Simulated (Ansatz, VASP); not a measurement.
Ti: VASP beside Ansatz

File INCAR:

```
PREC = Accurate
ENCUT = 520
EDIFF = 1E-6
ISMEAR = -1
SIGMA = 0.1
LREAL = F
LASPH = T
NELM = 100
ALGO = Normal
ISIF = 2
LWAVE = F
LCHARG = F
GGA = CA
NBANDS = 32
```

The input KPOINTS:

```
regular mesh
0
Gamma
  14 14 4
```

POSCAR

```
Ti
1.0
    2.9312298111      0.0000000000      0.0000000000
   -1.4656149055      2.5385194808      0.0000000000
    0.0000000000      0.0000000000      9.3934751434
Ti
4
Direct
    0.0000000000      1.0000000000      0.0000000000
    0.0000000000      1.0000000000      0.5000000000
    0.3333333333      0.6666666667      0.2500000000
    0.6666666667      0.3333333333      0.7500000000
```

Input for Ansatz:

```yaml
crystal:
  lattice:
    - [2.9312298111, 0.0, 0.0]
    - [-1.4656149055, 2.5385194808, 0.0]
    - [0.0, 0.0, 9.3934751434]
  atoms:
    - { symbol: Ti, position: [0.0, 1.0, 0.0] }
    - { symbol: Ti, position: [0.0, 1.0, 0.5] }
    - { symbol: Ti, position: [0.3333333333, 0.6666666667, 0.25] }
    - { symbol: Ti, position: [0.6666666667, 0.3333333333, 0.75] }
hamiltonian:
  xc: lda
  pseudopotentials:
    kind: paw
    azcp:
      Ti: "pseudopotentials/Ti.paw.azcp"
basis:
  ecutwfc: 420
  fft_grid_basis: typed
kpoints:
  mp_grid: { grid: [14, 14, 4], shift: [0, 0, 0] }
magnetization:
  spin_polarized: false
scf:
  occupations: { method: fermi_dirac, width: 0.1 }
  lower_state_search: "off"
output:
  stress: true
  write_density: true
  write_potential: true
  elf: true
  volumetric_format: npy
```

Alike in both runs: task single point; functional LDA; k mesh 14 × 14 × 4; occupations fermi-dirac, width 0.1 eV; no spin polarisation.

|  | VASP | Ansatz |
| --- | --- | --- |
| version | VASP 6.6.1 | Ansatz 0.2.0 |
| potentials or method | VASP PAW LDA potentials, release 64 (Ti_sv), cutoff 520 eV | plane waves (420 eV) with PAW, scalar-relativistic |
| valence electrons in the cell | 48 | 48 |

```csv
,VASP,Ansatz,Ansatz less VASP
pressure (GPa),-8.4,-8.3,+0.07
"traceless stress, the component that is largest in VASP (GPa)",-0.17,-0.18,-0.006
```

Ansatz warns that its potentials were made for another functional, while VASP's fit it. LDA's correlation is that of Perdew and Zunger in VASP and of Perdew and Wang (1992) in Ansatz.
